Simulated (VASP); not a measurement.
## Ge: single point with PBE

Ge:

```xyz
4
Lattice="3.0219 0.0000 0.0000 -1.5109 2.6170 0.0000 0.0000 0.0000 9.8775" Properties=species:S:1:pos:R:3 pbc="T T T"
Ge    0.0000    0.0000    0.0000
Ge    0.0000    0.0000    4.9387
Ge    0.0000    1.7447    2.4694
Ge    1.5109    0.8723    7.4081
```

This isn't the form of Ge at room conditions, which is diamond.

```yaml
Program: VASP 6.6.1
Task: single point
Functional: PBE
Potentials_or_basis: VASP PAW PBE potentials, release 64 (Ge_d)
Cutoff: 520 eV
k_mesh: 16 × 16 × 5
Occupations: fermi-dirac, width 0.1 eV
Spin: no spin polarisation
Dipole_correction: no
Further_INCAR_settings: ALGO = Normal; EDIFF = 1e-06; NBANDS = 36
```

```yaml
Pressure: 0.6 GPa
Band_gap_on_the_k_mesh: zero (bands 28 and 29 overlap by 9.10 eV)
```

Stress tensor (GPa, compression positive):
```
0.32 0.00 0.00
0.00 0.32 0.00
0.00 0.00 1.28
```

Levels at points of the mesh, in eV from the Fermi level:
```csv
k point,band 25,band 26,band 27,band 28,band 29,band 30,band 31,band 32
"(0.00, 0.00, 0.00)",-5.36,1.12,1.12,6.59,6.59,7.35,7.35,7.52
"(0.50, 0.00, 0.00)",-5.10,-4.75,-2.33,-1.87,-0.38,0.53,2.57,4.03
```

It took 110 s on 1 thread of Intel(R) Xeon(R) 6975P-C (Granite Rapids), with other jobs on the host, peak memory 0.31 GiB.
